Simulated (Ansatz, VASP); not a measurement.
Two plane-wave programs on MoS2

The input POSCAR:

```
MoS2
1.0
    3.2364803279      0.0000000000      0.0000000000
   -1.6182401640      2.8028741828      0.0000000000
    0.0000000000      0.0000000000     12.3343036794
Mo S
2 4
Direct
    0.3333333333      0.6666666667      0.2500000000
    0.6666666667      0.3333333333      0.7500000000
    0.6666666667      0.3333333333      0.3745234020
    0.6666666667      0.3333333333      0.1254765980
    0.3333333333      0.6666666667      0.8745234020
    0.3333333333      0.6666666667      0.6254765980
```

Contents of INCAR.step1:

```
ALGO = Normal ; EDIFF = 1E-4
ENCUT = 520 ; GGA = PE
ISMEAR = 0 ; LASPH = T
LCHARG = F ; LREAL = F
LWAVE = T ; NBANDS = 35
NELM = 100 ; PREC = Accurate
SIGMA = 0.01
```

Contents of INCAR.step2:

```
ALGO = Normal ; EDIFF = 1E-6
ENCUT = 520 ; ISIF = 2
ISMEAR = 0 ; ISTART = 1
LASPH = T ; LCHARG = F
LMIXTAU = T ; LREAL = F
LWAVE = F ; METAGGA = R2SCAN
NBANDS = 35 ; NELM = 100
PREC = Accurate ; SIGMA = 0.01
```

The input KPOINTS:

```
k-points
0
Gamma
  12 12 2
```

Input for Ansatz:

```yaml
crystal:
  lattice:
    - [3.2364803279, 0.0, 0.0]
    - [-1.618240164, 2.8028741828, 0.0]
    - [0.0, 0.0, 12.3343036794]
  atoms:
    - { symbol: Mo, position: [0.3333333333, 0.6666666667, 0.25] }
    - { symbol: Mo, position: [0.6666666667, 0.3333333333, 0.75] }
    - { symbol: S, position: [0.6666666667, 0.3333333333, 0.374523402] }
    - { symbol: S, position: [0.6666666667, 0.3333333333, 0.125476598] }
    - { symbol: S, position: [0.3333333333, 0.6666666667, 0.874523402] }
    - { symbol: S, position: [0.3333333333, 0.6666666667, 0.625476598] }
kpoints:
  mp_grid: { grid: [12, 12, 2] }
  band_path:
    path:
      - [0.0, 0.0, 0.0]
      - [0.5, 0.0, 0.0]
      - [0.3333333333, 0.3333333333, 0.0]
      - [0.0, 0.0, 0.5]
      - [0.5, 0.0, 0.5]
      - [0.3333333333, 0.3333333333, 0.5]
      - [0.333333, 0.333333, -0.010417]
    npoints: 1
hamiltonian:
  xc: r2scan
scf:
  occupations: { method: fixed }
  n_extra_bands: 5
output:
  forces: true
  stress: true
  eigenvalues: true
  write_density: true
  write_potential: true
  elf: true
  volumetric_format: npy
```

Change from the starting cell: epitaxial_xy strain +2.0%.

Alike in both runs: task single point; functional r2SCAN; k mesh 12 × 12 × 2; no spin polarisation.

|  | VASP | Ansatz |
| --- | --- | --- |
| version | VASP 6.6.1 | Ansatz 0.2.0 |
| potentials or method | VASP PAW PBE potentials, release 64 (Mo_sv, S) | plane waves, PAW |
| plane-wave cutoff (eV) | 520 | 500 |
| occupations | gaussian, width 0.01 eV | fixed |
| valence electrons in the cell | 52 | 52 |

```tsv
	VASP	Ansatz	Ansatz less VASP
gap on the k mesh at the Fermi level (eV)	0.69	0.67	-0.019
pressure (GPa)	-2.4	-2.5	-0.04
traceless stress, the component that is largest in VASP (GPa)	3.45	3.50	+0.056
rms of the force components (eV/Å)	0.024	0.025	+0.0013
```

VASP's potentials were made for PBE, not for r2SCAN. Atom by atom the forces differ by 0.001 eV/Å (rms over components).
